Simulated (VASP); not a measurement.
Here is a VASP 6.6.1 calculation.

Contents of INCAR:

```
PREC     = Accurate       # precision mode
ENCUT    = 520            # plane-wave cutoff, eV
EDIFF    = 1E-7           # SCF threshold, eV
ISMEAR   = -1             # smearing method
SIGMA    = 0.02           # smearing width, eV
LREAL    = F              # projectors in reciprocal space
LASPH    = T              # aspherical terms in the spheres
NELM     = 80             # most SCF steps
ALGO     = Normal         # electronic algorithm
ISIF     = 2              # what is computed and relaxed
LWAVE    = F              # write WAVECAR
LCHARG   = F              # write CHGCAR
GGA      = PS             # functional
NBANDS   = 26             # bands
```

The input KPOINTS:

```
Automatic mesh
0
Gamma
  6 6 4
```

POSCAR

```
ZnSnN2
1.0
    3.2065606148      0.0000000000      0.0000000000
    0.0000000000      3.2065606148      0.0000000000
    0.0000000000      0.0000000000      4.3142270821
Zn N Sn
1 2 1
Direct
    0.0000000000      0.0000000000      0.0000000000
    0.0000000000      0.0000000000      0.5000000000
    0.5000000000      0.5000000000      0.0000000000
    0.5000000000      0.5000000000      0.5000000000
```

Potentials or basis: VASP PAW PBE potentials, release 64 (Zn, N, Sn_d).

Launch:

```sh
$ cat potpaw_PBE.64/Zn/POTCAR potpaw_PBE.64/N/POTCAR potpaw_PBE.64/Sn_d/POTCAR > POTCAR
$ mpirun -np 1 vasp_std > vasp.out
```

(1) Predict the pressure.

(2) Predict the band gap on the k mesh.

## Answers

(1) 0.5 GPa.

(2) zero (band 18 reaches 8.31 eV, above the bottom of band 19 at 6.03 eV).

Caveat: the k points lie up to 0.36 Å⁻¹ apart; the PAW data sets were made with another functional, which shifts forces and pressure a little; spin-orbit coupling is left out, which moves the levels of the heavy elements.
